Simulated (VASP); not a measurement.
# Mg8O7 (a cell with a defect) in VASP: notebook, part 2 of 2

VASP 6.6.1. Earlier steps stand in the parts before.

## 3. Single point, PBE

INCAR

```
  PREC = Accurate
  ENCUT = 520
  EDIFF = 1E-6
  ISMEAR = -1
  SIGMA = 0.05
  LREAL = Auto
  LASPH = T
  NELM = 100
  ALGO = Normal
  ISIF = 2
  LWAVE = F
  LCHARG = F
  GGA = PE
  NBANDS = 42
```

KPOINTS

```
regular mesh
0
Gamma
  3 3 3
```

POSCAR

```
Mg8O7
1.0
    0.0000000000      4.3100743200      4.3100743200
    4.3100743200      0.0000000000      4.3100743200
    4.3100743200      4.3100743200      0.0000000000
Mg O
8 7
Direct
   -0.0063150883      0.0060765774      0.0094686302
   -0.0063145083      0.0060759973      0.4908388679
    0.0237024915      0.5069909096     -0.0153112209
   -0.0188184690      0.4942736115      0.5123076393
    0.5054901234      0.0186168484     -0.0120188183
    0.4927701572     -0.0239139728      0.5156078144
    0.5019565417      0.4978336429      0.0304516791
    0.5019574697      0.4978354990      0.4698271653
    0.2487425785      0.2412248427      0.2611978162
    0.2487414185      0.2412255388      0.7489065757
    0.2439844239      0.7557788470      0.2501543871
    0.7500433310      0.2497155316      0.2501563593
    0.3680299647      0.6316950238      0.7501737232
    0.7585282195      0.7510130359      0.2391290552
    0.7585282195      0.7510130359      0.7514011963
```

Potentials or basis: VASP PAW PBE potentials, release 64 (Mg, O).

On the command line:

```bash
$ cat potpaw_PBE.64/Mg/POTCAR potpaw_PBE.64/O/POTCAR > POTCAR
$ mpirun -np 1 vasp_std > vasp.out
```

OUTCAR:

```text
PREC = Accurate
   ENCUT = 520
   EDIFF = 1E-6
   ISMEAR = -1
   LREAL = Auto
   LASPH = T
   NELM = 100
   ISIF = 2
   GGA = PE

 ion  position               nearest neighbor table
   1  0.994  0.006  0.009-  12 2.09  10 2.12  14 2.12  11 2.12  13 2.78   2 2.93   7 3.00   5 3.01
                             4 3.01   3 3.03   6 3.03   6 3.07   3 3.07   4 3.09   5 3.09   7 3.10
   2  0.994  0.006  0.491-  12 2.09   9 2.12  15 2.12  11 2.12  13 2.78   1 2.93   8 3.00   5 3.01
                             4 3.01   3 3.03   6 3.03   6 3.07   3 3.07   4 3.09   5 3.09   8 3.10
   3  0.024  0.507  0.985-  13 2.13  15 2.15  14 2.15  10 2.17   9 2.17  12 2.29   5 2.96   1 3.03
                             2 3.03   7 3.04   8 3.04   4 3.06   4 3.06   2 3.07   1 3.07   8 3.08
   4  0.981  0.494  0.512-  14 2.14  15 2.14   9 2.18  10 2.18  11 2.26   6 2.96   1 3.01   2 3.01
                             8 3.05   7 3.05   3 3.06   3 3.06   7 3.06   8 3.06   2 3.09   1 3.09
   5  0.505  0.019  0.988-  10 2.14   9 2.14  15 2.18  14 2.18  11 2.26   3 2.96   1 3.01   2 3.01
                             7 3.05   8 3.05   6 3.06   6 3.06   8 3.06   7 3.06   2 3.09   1 3.09
   6  0.493  0.976  0.516-  13 2.13   9 2.15  10 2.15  15 2.17  14 2.17  12 2.29   4 2.96   1 3.03
                             2 3.03   8 3.04   7 3.04   5 3.06   5 3.06   2 3.07   1 3.07   7 3.08
   7  0.502  0.498  0.030-  13 1.89  12 2.02  11 2.07  15 2.20   9 2.20   8 2.68   1 3.00   6 3.04
                             3 3.04   4 3.05   5 3.05   5 3.06   4 3.06   3 3.08   6 3.08   1 3.10
   8  0.502  0.498  0.470-  13 1.89  12 2.02  11 2.07  14 2.20  10 2.20   7 2.68   2 3.00   6 3.04
                             3 3.04   4 3.05   5 3.05   5 3.06   4 3.06   3 3.08   6 3.08   2 3.10
   9  0.249  0.241  0.261-   2 2.12   5 2.14   6 2.15   3 2.17   4 2.18   7 2.20
  10  0.249  0.241  0.749-   1 2.12   5 2.14   6 2.15   3 2.17   4 2.18   8 2.20
  11  0.244  0.756  0.250-   8 2.07   7 2.07   2 2.12   1 2.12   4 2.26   5 2.26
  12  0.750  0.250  0.250-   8 2.02   7 2.02   2 2.09   1 2.09   6 2.29   3 2.29
  13  0.368  0.632  0.750-   7 1.89   8 1.89   3 2.13   6 2.13   1 2.78   2 2.78
  14  0.759  0.751  0.239-   1 2.12   4 2.14   3 2.15   6 2.17   5 2.18   8 2.20
  15  0.759  0.751  0.751-   2 2.12   4 2.14   3 2.15   6 2.17   5 2.18   7 2.20

  LATTYP: Found a face centered cubic cell.
 ALAT       =     8.6201486400

  Lattice vectors:

 A1 = (   0.0000000000,   4.3100743200,   4.3100743200)
 A2 = (   4.3100743200,   0.0000000000,   4.3100743200)
 A3 = (   4.3100743200,   4.3100743200,   0.0000000000)

Analysis of symmetry for initial positions (statically):
=====================================================================
 Subroutine PRICEL returns:
 Original cell was already a primitive cell.

 Routine SETGRP: Setting up the symmetry group for a
 face centered cubic supercell.

 Subroutine GETGRP returns: Found  2 space group operations
 (whereof  1 operations were pure point group operations)
 out of a pool of 48 trial point group operations.

The static configuration has the point symmetry C_1 .
 The point group associated with its full space group is C_1h.

Analysis of symmetry for dynamics (positions and initial velocities):
=====================================================================
 Subroutine PRICEL returns:
 Original cell was already a primitive cell.

 Routine SETGRP: Setting up the symmetry group for a
 face centered cubic supercell.

 Subroutine GETGRP returns: Found  2 space group operations
 (whereof  1 operations were pure point group operations)
 out of a pool of 48 trial point group operations.

The dynamic configuration has the point symmetry C_1 .
[... 107 lines left out ...]
   LSORBIT =      F    spin-orbit coupling
   LASPH  =      T    aspherical Exc in radial PAW
   ENCUT  =  520.0 eV  38.22 Ry    6.18 a.u.  11.33 11.33 11.33*2*pi/ulx,y,z
   NELM   =    100;   NELMIN=  2; NELMDL= -5     # of ELM steps
   EDIFF  = 0.1E-05   stopping-criterion for ELM
   LREAL  =      T    real-space projection
   EDIFFG = 0.1E-04   stopping-criterion for IOM
   NSW    =      0    number of steps for IOM
   IBRION =     -1    ionic relax: 0-MD 1-quasi-New 2-CG
   NFREE  =      0    steps in history (QN), initial steepest desc. (CG)
   ISIF   =      2    stress and relaxation
   ISYM   =      2    0-nonsym 1-usesym 2-fastsym
   POTIM  = 0.5000    time-step for ionic-motion
   TEBEG  =    0.0;   TEEND  =   0.0 temperature during run
   PSTRESS=    0.0 pullay stress
   NELECT =      58.0000    total number of electrons
   NUPDOWN=      -1.0000    fix difference up-down
   EMIN   =  10.00;   EMAX   =-10.00  energy-range for DOS
   EFERMI =   0.00;   METHOD = LEGACY
   ISMEAR =    -1;   SIGMA  =   0.05  broadening in eV -4-tet -1-fermi 0-gaus
   EFERMI_NEDOS =   21; number of points for ismear=-14 and -15
   IALGO  =     38    algorithm
   IMIX   =      4    mixing-type and parameters
     AMIX     =   0.40;   BMIX     =  1.00
     AMIX_MAG =   1.60;   BMIX_MAG =  1.00
  volume/ion in A,a.u.               =      10.68        72.04
  Fermi-wavevector in a.u.,A,eV,Ry     =   1.166960  2.205235 18.528363  1.361796
  Thomas-Fermi vector in A             =   2.303467
   LORBIT       =      0    0 simple, 1 ext, 2 COOP (PROOUT), +10 PAW based schemes
   GGA     = PE    functional components
   LHFCALC =     F    Hartree Fock is set to
   AEXX    =    0.0000 exact exchange contribution
   IVDW    =     0    specifies the selected vdW correction
   LEPSILON=     F    determine dielectric tensor
   LRPA    =     F    only Hartree local field effects (RPA)
 non-spin polarized calculation
  energy-cutoff  :      520.00
  volume of cell :      160.13
 maximum number of plane-waves:      4320
 NGX is ok and might be reduce to    48
   NGX = 23   NGY = 23   NGZ = 23

 number of electron      57.9999992 magnetization

 Free energy of the ion-electron system (eV)
  ---------------------------------------------------
  ext. energy  EPLUGINS =         0.00000000
  ---------------------------------------------------
  free energy    TOTEN  =       -82.23965734 eV

  energy without entropy =      -82.23965734  energy(sigma->0) =      -82.23965734

 E-fermi :   6.5289     XC(G=0): -10.5231

 val. band max:        5.3773327548   @ k =  -0.3333   0.3333   0.0000
 cond. band min:       7.6135108206   @ k =   0.3333   0.0000   0.0000
 fundamental gap:      2.2361780659
 Fermi energy:         6.5288773042

 k-point     1 :       0.0000    0.0000    0.0000
  band No.  band energies     occupation
      1     -14.5318      2.00000
      2     -13.6978      2.00000
      3     -13.5069      2.00000
      4     -13.4297      2.00000
      5     -13.4235      2.00000
      6     -13.1885      2.00000
[... 429 lines left out ...]
     40      13.2898      0.00000
     41      13.3963      0.00000
 [bands above 41 left out]

------------------------ aborting loop because EDIFF is reached ----------------------------------------

  FORCE on cell =-STRESS in cart. coord.  units (eV):
  Direction    XX          YY          ZZ          XY          YZ          ZX
  --------------------------------------------------------------------------------------
  -------------------------------------------------------------------------------------
  Total        1.3910434      1.3910434     -2.3448731      2.6225968     -0.0005829      0.0005829
  in kB       13.9176848     13.9176848    -23.4609536     26.2396377     -0.0058323      0.0058322
  external PRESSURE =       1.4581386 kB  Pullay stress =       0.0000000 kB

 VOLUME and BASIS-vectors are now :
 -----------------------------------------------------------------------------
  energy-cutoff  :      520.00
  volume of cell :      160.13
      direct lattice vectors                 reciprocal lattice vectors
     0.000000000  4.310074320  4.310074320    -0.116007280  0.116007280  0.116007280
     4.310074320  0.000000000  4.310074320     0.116007280 -0.116007280  0.116007280
     4.310074320  4.310074320  0.000000000     0.116007280  0.116007280 -0.116007280

 POSITION                                       TOTAL-FORCE (eV/Angst)
 -----------------------------------------------------------------------------------
      0.06700      4.32367      4.30905        -0.038853      0.048865     -0.000769
      2.14174      6.39841      4.30905        -0.048865      0.038853     -0.000769
      6.42925      4.34624      2.28733        -0.093522      0.093522     -0.113273
      4.33844      6.43705      6.35932        -0.220294      0.220294      0.230093
      4.33851      6.43697      2.25894        -0.220778      0.220778     -0.231738
      6.42931      4.34618      6.33088        -0.093973      0.093973      0.110966
      2.27695      2.29472      4.30917        -0.422041     -0.091720     -0.001222
      4.17070      4.18846      4.30918         0.091720      0.422041     -0.001222
      2.16548      2.19788      2.11180        -0.227988      0.172815      0.021991
      4.26754      4.29994      2.11179        -0.172815      0.227988      0.021991
      4.33565      2.12977      4.30905        -0.124048      0.124048      0.001328
      2.15449      4.31094      4.30903        -0.054709      0.054709      0.000310
      5.95596      4.81954      4.30889         2.027610     -2.027610      0.002396
      4.26759      4.29998      6.50623        -0.173366      0.228079     -0.020041
      6.47552      6.50791      6.50623        -0.228079      0.173366     -0.020041
 -----------------------------------------------------------------------------------
    total drift:                               -0.005426      0.010038      0.009481

  FREE ENERGIE OF THE ION-ELECTRON SYSTEM (eV)
  ---------------------------------------------------
  free  energy   TOTEN  =       -82.2396573441 eV

  energy  without entropy=      -82.2396573438  energy(sigma->0) =      -82.23965734
```

Wall time 5.3 min (1 thread of AMD EPYC 7R13, shared host); peak memory 0.3 GiB.

Results:

```
Free energy            : -82.2397 eV
Pressure               : 0.1 GPa
Largest force          : 2.867 eV/Å
Band gap on the k mesh : 2.24 eV
```

Forces on the atoms (eV/Å):
```
Mg  -0.039  0.049 -0.001
Mg  -0.049  0.039 -0.001
Mg  -0.094  0.094 -0.113
Mg  -0.220  0.220  0.230
Mg  -0.221  0.221 -0.232
Mg  -0.094  0.094  0.111
Mg  -0.422 -0.092 -0.001
Mg   0.092  0.422 -0.001
O   -0.228  0.173  0.022
O   -0.173  0.228  0.022
O   -0.124  0.124  0.001
O   -0.055  0.055  0.000
O    2.028 -2.028  0.002
O   -0.173  0.228 -0.020
O   -0.228  0.173 -0.020
```

Stress tensor (GPa, compression positive):
```
 1.39  2.62  0.00
 2.62  1.39  0.00
 0.00  0.00 -2.35
```

Caveat: the k points lie up to 0.42 Å⁻¹ apart.
